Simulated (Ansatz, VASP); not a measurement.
# LaPSe4: VASP beside Ansatz

```
La P Se
1.0
     5.64661    0.00000    0.00000
    -2.82330    4.89011    0.00000
     0.00000    0.00000    4.91947
La P Se
1 1 4
Direct
  0.00000 0.00000 0.00000
  0.33333 0.66667 0.00000
  0.66667 0.33333 0.00000
  0.49591 0.99182 0.50000
  0.49591 0.50409 0.50000
  0.00818 0.50409 0.50000
```

Alike in both runs: functional PBE; k mesh 2 × 2 × 3; occupations gaussian, width 0.15 eV; no spin polarisation.

Ansatz relaxed the structure, and its values are those at the end. VASP's run is a single point on that final structure, the one shown.

```csv
,VASP,Ansatz
version,VASP 6.6.1,Ansatz 0.2.0
potentials or method,"VASP PAW PBE potentials, release 64 (La, P, Se), cutoff 500 eV","scalar-relativistic, plane waves, PAW"
valence electrons in the cell,40,80
```

|  | VASP | Ansatz | Ansatz less VASP |
| --- | --- | --- | --- |
| gap on the k mesh at the Fermi level (eV) | none | none | - |
| pressure (GPa) | -0.1 | 0.0 | +0.02 |
| rms of the force components (eV/Å) | 0.009 | 0.009 | -0.0006 |

A gap of «none» marks a metal or a gap that the smearing closes. The functional is the same, so the differences come from potentials, cutoffs and numerics. VASP's potentials hold 40 valence electrons a cell and Ansatz's 80, so a difference there can come from the potentials and not from the codes.

The k mesh is coarse, so the values compare programs but aren't converged. Neither program's run includes spin-orbit coupling.
